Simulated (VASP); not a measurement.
Input of a VASP 6.6.1 run:

Contents of INCAR:

```
SYSTEM = Mg
PREC     = Accurate       ! precision mode
ENCUT    = 520            ! plane-wave cutoff, eV
EDIFF    = 1E-7           ! SCF threshold, eV
ISMEAR   = -1             ! smearing method
SIGMA    = 0.05           ! smearing width, eV
LREAL    = .FALSE.        ! projectors in reciprocal space
LASPH    = .TRUE.         ! aspherical terms in the spheres
NELM     = 80             ! most SCF steps
ALGO     = Normal         ! electronic algorithm
ISIF     = 2              ! what is computed and relaxed
LWAVE    = .FALSE.        ! write WAVECAR
LCHARG   = .FALSE.        ! write CHGCAR
GGA      = PE             ! functional
NBANDS   = 9              ! bands
```

Contents of KPOINTS:

```
regular mesh
0
G
  18 18 10
  0 0 0
```

Contents of POSCAR:

```
Mg
1.0
    3.1986355953      0.0000000000      0.0000000000
   -1.5993177977      2.7700996830      0.0000000000
    0.0000000000      0.0000000000      5.1789881039
Mg
2
Direct
    0.3333333333      0.6666666667      0.2500000000
    0.6666666667      0.3333333333      0.7500000000
```

Potentials or basis: VASP PAW PBE potentials, release 64 (Mg).

Run with:

```bash
$ cat potpaw_PBE.64/Mg/POTCAR > POTCAR
$ mpirun -np 1 vasp_std > vasp.out
```

Estimate the pressure.

-0.1 GPa.

Predict the band gap on the k mesh.

zero (band 2 reaches 3.63 eV, above the bottom of band 3 at 1.42 eV).
